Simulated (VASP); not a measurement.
Wanted: the native input for a VASP 6.6.1 run.

```yaml
Task: single point
Functional: PBE
Potentials_or_basis: VASP PAW PBE potentials, release 64 (Ga_d, N)
Cutoff: 520 eV
k_mesh: 4 × 4 × 2
Occupations: gaussian, width 0.01 eV
Spin: no spin polarisation
Dipole_correction: no
Further_INCAR_settings: ALGO = Normal; EDIFF = 1e-06; NBANDS = 26
```

The structure of GaN lies in POSCAR:

```
GaN
1.0
    3.1800000000      0.0000000000      0.0000000000
   -1.5900000000      2.7539610000      0.0000000000
    0.0000000000      0.0000000000      5.1660000000
Ga N
2 2
Direct
    0.3333333333      0.6666666667      0.0000000000
    0.6666666667      0.3333333333      0.5000000000
    0.3333333333      0.6666666667      0.3750000000
    0.6666666667      0.3333333333      0.8750000000
```

One way to write it, as run:

INCAR

```
SYSTEM = GaN
PREC     = Accurate       ! precision mode
ENCUT    = 520            ! plane-wave cutoff, eV
EDIFF    = 1E-6           ! SCF threshold, eV
ISMEAR   = 0              ! smearing method
SIGMA    = 0.01           ! smearing width, eV
LREAL    = .FALSE.        ! projectors in reciprocal space
LASPH    = .TRUE.         ! aspherical terms in the spheres
NELM     = 60             ! most SCF steps
ALGO     = Normal         ! electronic algorithm
ISIF     = 2              ! what is computed and relaxed
LWAVE    = .FALSE.        ! write WAVECAR
LCHARG   = .TRUE.         ! write CHGCAR
GGA      = PE             ! functional
LELF     = .TRUE.         ! ELF
LVHAR    = .TRUE.       
NBANDS   = 26             ! bands
```

KPOINTS

```
regular mesh
0
G
  4 4 2
  0 0 0
```

Potentials or basis: VASP PAW PBE potentials, release 64 (Ga_d, N).

Command:

```bash
$ cat potpaw_PBE.64/Ga_d/POTCAR potpaw_PBE.64/N/POTCAR > POTCAR
$ mpirun -np 1 vasp_std > vasp.out
```

Results of the run:

```json
{
  "Pressure": "7.3 GPa",
  "Largest force": "0.130 eV/Å",
  "Band gap on the k mesh": "1.96 eV, direct"
}
```

Caveat: the k points lie up to 0.61 Å⁻¹ apart.

Wall time 16 s on 1 thread of Intel(R) Xeon(R) Platinum 8259CL CPU @ 2.50GHz (Skylake/Cascade Lake) (shared host), peak memory 0.15 GiB.
